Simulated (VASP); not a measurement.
# Ge (P6_3/mmc) in VASP: single point with LDA

Aim: the single point of Ge with LDA.

All numbers are computed with VASP 6.6.1; they aren't measurements. Logs are shortened: lines on timing, memory, paths and dates and some standing lists are left out, and cuts for length are marked.

## Step 1: The cell of the first run

It takes space group P6_3/mmc (No. 194, hexagonal). The conventional cell has a = 3.966 Å, b = 3.966 Å, c = 13.018 Å, α = 90.00°, β = 90.00°, γ = 120.00°. Ge (site symmetry 3m) has 4 Ge at 2.43 Å within 3.2 Å. Within 3.2 Å of Ge (site symmetry 3m) lie 4 Ge at 2.43 to 2.45 Å.

This isn't the form of Ge at room conditions, which is diamond.

## Step 2: Single point, LDA

The input, INCAR:

```
SYSTEM = Ge
PREC = Accurate
ENCUT = 520
EDIFF = 1E-6
ISMEAR = 0
SIGMA = 0.1
LREAL = .FALSE.
LASPH = .TRUE.
NELM = 80
ALGO = Normal
ISIF = 2
LWAVE = .FALSE.
LCHARG = .TRUE.
GGA = CA
LELF = .TRUE.
LVHAR = .TRUE.
NBANDS = 66
```

The input, KPOINTS:

```
regular mesh
0
G
  12 12 4
  0 0 0
```

The input, POSCAR:

```
Ge
1.0
    3.9658385749      0.0000000000      0.0000000000
   -1.9829192874      3.4345169532      0.0000000000
    0.0000000000      0.0000000000     13.0182445623
Ge
8
Direct
    0.0000000000      0.0000000000      0.4068128108
    0.0000000000      0.0000000000      0.5931871892
    0.0000000000      0.0000000000      0.9068128108
    0.0000000000      0.0000000000      0.0931871892
    0.3333333333      0.6666666667      0.3441509379
    0.6666666667      0.3333333333      0.6558490621
    0.6666666667      0.3333333333      0.8441509379
    0.3333333333      0.6666666667      0.1558490621
```

Potentials or basis: VASP PAW LDA potentials, release 64 (Ge_d).

Started as:

```
cat potpaw_LDA.64/Ge_d/POTCAR > POTCAR
mpirun -np 1 vasp_std > vasp.out
```

OUTCAR:

```text
SYSTEM = Ge
   PREC = Accurate
   ENCUT = 520
   EDIFF = 1E-6
   ISMEAR = 0
   LREAL = .FALSE.
   LASPH = .TRUE.
   NELM = 80
   ISIF = 2
   GGA = CA

 ion  position               nearest neighbor table
   1  0.000  0.000  0.407-   2 2.43   5 2.43   5 2.43   5 2.43
   2  0.000  0.000  0.593-   1 2.43   6 2.43   6 2.43   6 2.43
   3  0.000  0.000  0.907-   4 2.43   7 2.43   7 2.43   7 2.43
   4  0.000  0.000  0.093-   3 2.43   8 2.43   8 2.43   8 2.43
   5  0.333  0.667  0.344-   1 2.43   1 2.43   1 2.43   8 2.45
   6  0.667  0.333  0.656-   2 2.43   2 2.43   2 2.43   7 2.45
   7  0.667  0.333  0.844-   3 2.43   3 2.43   3 2.43   6 2.45
   8  0.333  0.667  0.156-   4 2.43   4 2.43   4 2.43   5 2.45

  LATTYP: Found a hexagonal cell.
 ALAT       =     3.9658385749
 C/A-ratio  =     3.2825956772

  Lattice vectors:

 A1 = (   3.9658385749,   0.0000000000,   0.0000000000)
 A2 = (  -1.9829192874,   3.4345169532,   0.0000000000)
 A3 = (   0.0000000000,   0.0000000000,  13.0182445623)

Analysis of symmetry for initial positions (statically):
=====================================================================
 Subroutine PRICEL returns:
 Original cell was already a primitive cell.

 Routine SETGRP: Setting up the symmetry group for a
 hexagonal supercell.

 Subroutine GETGRP returns: Found 24 space group operations
 (whereof 12 operations were pure point group operations)
 out of a pool of 24 trial point group operations.

The static configuration has the point symmetry D_3d.
 The point group associated with its full space group is D_6h.

Analysis of symmetry for dynamics (positions and initial velocities):
=====================================================================
 Subroutine PRICEL returns:
 Original cell was already a primitive cell.

 Routine SETGRP: Setting up the symmetry group for a
 hexagonal supercell.

 Subroutine GETGRP returns: Found 24 space group operations
 (whereof 12 operations were pure point group operations)
 out of a pool of 24 trial point group operations.

The dynamic configuration has the point symmetry D_3d.
 The point group associated with its full space group is D_6h.

 Subroutine INISYM returns: Found 24 space group operations
 (whereof 12 operations are pure point group operations),
 and found     1 'primitive' translations

----------------------------------------------------------------------------------------

                                     Primitive cell

  volume of cell :     177.3181

  direct lattice vectors                    reciprocal lattice vectors
     3.965838575  0.000000000  0.000000000     0.252153481  0.145580880  0.000000000
    -1.982919287  3.434516953  0.000000000     0.000000000  0.291161760  0.000000000
     0.000000000  0.000000000 13.018244562     0.000000000  0.000000000  0.076815272

  length of vectors
     3.965838575  3.965838575 13.018244562     0.291161760  0.291161760  0.076815272

  position of ions in fractional coordinates (direct lattice)
     0.000000000  0.000000000  0.406812811
     0.000000000  0.000000000  0.593187189
     0.000000000  0.000000000  0.906812811
     0.000000000  0.000000000  0.093187189
     0.333333333  0.666666667  0.344150938
     0.666666667  0.333333333  0.655849062
     0.666666667  0.333333333  0.844150938
     0.333333333  0.666666667  0.155849062

  ion indices of the primitive-cell ions
   primitive index   ion index
                 1           1
                 2           2
                 3           3
                 4           4
                 5           5
                 6           6
                 7           7
                 8           8

----------------------------------------------------------------------------------------

 KPOINTS: regular mesh

Automatic generation of k-mesh.
 Grid dimensions read from file:
 generate k-points for:   12   12    4

 Generating k-lattice:

  Cartesian coordinates                     Fractional coordinates (reciprocal lattice)
     0.021012790  0.012131740  0.000000000     0.083333333 -0.000000000  0.000000000
     0.000000000  0.024263480  0.000000000     0.000000000  0.083333333  0.000000000
     0.000000000  0.000000000  0.019203818     0.000000000  0.000000000  0.250000000

  Length of vectors
     0.024263480  0.024263480  0.019203818

  Shift w.r.t. Gamma in fractional coordinates (k-lattice)
     0.000000000  0.000000000  0.000000000

 Subroutine IBZKPT returns following result:
 ===========================================

 Found     57 irreducible k-points:

 Following reciprocal coordinates:
            Coordinates               Weight
  0.000000  0.000000  0.000000      1.000000
  0.083333  0.000000  0.000000      6.000000
  0.166667 -0.000000  0.000000      6.000000
  0.250000  0.000000  0.000000      6.000000
  0.333333  0.000000  0.000000      6.000000
  0.416667  0.000000  0.000000      6.000000
[... 16 lines left out ...]
  0.250000  0.000000  0.250000     12.000000
  0.333333  0.000000  0.250000     12.000000
 [... further k-points ...]
   k-points           NKPTS =     57   k-points in BZ     NKDIM =     57   number of bands    NBANDS=     66
   number of dos      NEDOS =    301   number of ions     NIONS =      8
   total plane-waves  NPLWV =  88200
   dimension x,y,z NGX =    30 NGY =   30 NGZ =   98
   dimension x,y,z NGXF=    60 NGYF=   60 NGZF=  196
   ions per type =               8
   NGX,Y,Z   is equivalent  to a cutoff of  12.58, 12.58, 12.51 a.u.
   NGXF,Y,Z  is equivalent  to a cutoff of  25.15, 25.15, 25.03 a.u.
 SYSTEM =  Ge
   PREC   = accura    normal or accurate (medium, high low for compatibility)
   ISTART =      0    job   : 0-new  1-cont  2-samecut
   ICHARG =      2    charge: 1-file 2-atom 10-const
   ISPIN  =      1    spin polarized calculation?
   LNONCOLLINEAR =      F non collinear calculations
   LSORBIT =      F    spin-orbit coupling
   LASPH  =      T    aspherical Exc in radial PAW
   ENCUT  =  520.0 eV  38.22 Ry    6.18 a.u.   7.37  7.37 24.21*2*pi/ulx,y,z
   NELM   =     80;   NELMIN=  2; NELMDL= -5     # of ELM steps
   EDIFF  = 0.1E-05   stopping-criterion for ELM
   LREAL  =      F    real-space projection
   EDIFFG = 0.1E-04   stopping-criterion for IOM
   NSW    =      0    number of steps for IOM
   IBRION =     -1    ionic relax: 0-MD 1-quasi-New 2-CG
   NFREE  =      0    steps in history (QN), initial steepest desc. (CG)
   ISIF   =      2    stress and relaxation
   ISYM   =      2    0-nonsym 1-usesym 2-fastsym
   POTIM  = 0.5000    time-step for ionic-motion
   TEBEG  =    0.0;   TEEND  =   0.0 temperature during run
   PSTRESS=    0.0 pullay stress
   NELECT =     112.0000    total number of electrons
   NUPDOWN=      -1.0000    fix difference up-down
   EMIN   =  10.00;   EMAX   =-10.00  energy-range for DOS
   EFERMI =   0.00;   METHOD = LEGACY
   ISMEAR =     0;   SIGMA  =   0.10  broadening in eV -4-tet -1-fermi 0-gaus
   EFERMI_NEDOS =   21; number of points for ismear=-14 and -15
   IALGO  =     38    algorithm
   IMIX   =      4    mixing-type and parameters
     AMIX     =   0.40;   BMIX     =  1.00
     AMIX_MAG =   1.60;   BMIX_MAG =  1.00
  volume/ion in A,a.u.               =      22.16       149.58
  Fermi-wavevector in a.u.,A,eV,Ry     =   1.404634  2.654373 26.844244  1.972996
  Thomas-Fermi vector in A             =   2.527176
   LORBIT       =      0    0 simple, 1 ext, 2 COOP (PROOUT), +10 PAW based schemes
   GGA     = CA    functional components
   LHFCALC =     F    Hartree Fock is set to
   AEXX    =    0.0000 exact exchange contribution
   IVDW    =     0    specifies the selected vdW correction
   LEPSILON=     F    determine dielectric tensor
   LRPA    =     F    only Hartree local field effects (RPA)
 non-spin polarized calculation
 Gauss-broadening in eV      SIGMA  =   0.10
  energy-cutoff  :      520.00
  volume of cell :      177.32
 maximum number of plane-waves:      4824
 NGX is ok and might be reduce to    30
   NGX = 15   NGY = 15   NGZ = 49

 number of electron     112.0000136 magnetization

 Free energy of the ion-electron system (eV)
  ---------------------------------------------------
  ext. energy  EPLUGINS =         0.00000000
  ---------------------------------------------------
  free energy    TOTEN  =       -41.51085003 eV

  energy without entropy =      -41.50989952  energy(sigma->0) =      -41.51037478

 E-fermi :   4.9956     XC(G=0): -10.3872

 val. band max:        4.9864214857   @ k =   0.0000   0.0000   0.0000
 cond. band min:       5.0004053231   @ k =   0.0000   0.0000   0.2500
 fundamental gap:      0.0139838373
 Fermi energy:         4.9956140342

 k-point     1 :       0.0000    0.0000    0.0000
  band No.  band energies     occupation
      1     -20.0760      2.00000
      2     -20.0760      2.00000
      3     -20.0663      2.00000
      4     -20.0663      2.00000
      5     -20.0619      2.00000
      6     -20.0619      2.00000
[... 58 lines left out ...]
     65       8.1736      0.00000
     66       8.7441      0.00000

 k-point     2 :       0.0833    0.0000    0.0000
  band No.  band energies     occupation
      1     -20.0823      2.00000
      2     -20.0780      2.00000
      3     -20.0681      2.00000
      4     -20.0677      2.00000
      5     -20.0663      2.00000
      6     -20.0637      2.00000
[... 58 lines left out ...]
     65       8.4896      0.00000
     66       8.5218      0.00000

 k-point     3 :       0.1667   -0.0000    0.0000
  band No.  band energies     occupation
      1     -20.0922      2.00000
      2     -20.0818      2.00000
      3     -20.0733      2.00000
      4     -20.0719      2.00000
      5     -20.0712      2.00000
      6     -20.0676      2.00000
[... 1438 lines left out ...]
     65       9.6141      0.00000
     66       9.8369      0.00000

 k-point    24 :       0.3333    0.0000    0.2500
  band No.  band energies     occupation
      1     -20.0999      2.00000
      2     -20.0867      2.00000
      3     -20.0854      2.00000
      4     -20.0805      2.00000
      5     -20.0733      2.00000
      6     -20.0705      2.00000
[... 58 lines left out ...]
     65       9.9654      0.00000
     66      10.0350      0.00000

 [... further k-points ...]
[... 5 lines left out ...]
  --------------------------------------------------------------------------------------
  -------------------------------------------------------------------------------------
  Total        0.1374719      0.1374719      0.1412973      0.0000000      0.0000000      0.0000000
  in kB        1.2421428      1.2421428      1.2767069      0.0000000      0.0000000      0.0000000
  external PRESSURE =       1.2536642 kB  Pullay stress =       0.0000000 kB

 VOLUME and BASIS-vectors are now :
 -----------------------------------------------------------------------------
  energy-cutoff  :      520.00
  volume of cell :      177.32
      direct lattice vectors                 reciprocal lattice vectors
     3.965838575  0.000000000  0.000000000     0.252153481  0.145580880  0.000000000
    -1.982919287  3.434516953  0.000000000     0.000000000  0.291161760  0.000000000
     0.000000000  0.000000000 13.018244562     0.000000000  0.000000000  0.076815272

 POSITION                                       TOTAL-FORCE (eV/Angst)
 -----------------------------------------------------------------------------------
      0.00000      0.00000      5.29599         0.000000     -0.000000     -0.002485
      0.00000      0.00000      7.72226         0.000000      0.000000      0.002485
      0.00000      0.00000     11.80511        -0.000000      0.000000     -0.002485
      0.00000      0.00000      1.21313         0.000000     -0.000000      0.002485
     -0.00000      2.28968      4.48024         0.000000     -0.000000     -0.001077
      1.98292      1.14484      8.53800        -0.000000      0.000000      0.001077
      1.98292      1.14484     10.98936        -0.000000      0.000000     -0.001077
     -0.00000      2.28968      2.02888         0.000000     -0.000000      0.001077
 -----------------------------------------------------------------------------------
    total drift:                               -0.000000      0.000000      0.000000

  FREE ENERGIE OF THE ION-ELECTRON SYSTEM (eV)
  ---------------------------------------------------
  free  energy   TOTEN  =       -41.5108500316 eV

  energy  without entropy=      -41.5098995226  energy(sigma->0) =      -41.51037478
```

Run time: 6 min. Hardware: 1 thread of Intel Xeon 6975P-C (Granite Rapids), shared host; peak memory 0.52 GiB.

What came out:

| Quantity | Value |
| --- | --- |
| Free energy | -41.5109 eV |
| Pressure | 0.1 GPa |
| Band gap on the k mesh | zero (bands 56 and 57 overlap by 0.01 eV) |

Forces in eV/Å, atoms in the order of the input:
```
Ge   0.000  0.000 -0.002
Ge   0.000  0.000  0.002
Ge   0.000  0.000 -0.002
Ge   0.000  0.000  0.002
Ge   0.000  0.000 -0.001
Ge   0.000  0.000  0.001
Ge   0.000  0.000 -0.001
Ge   0.000  0.000  0.001
```

Caveat: semilocal functionals underestimate gaps, and a narrow one can read as zero.
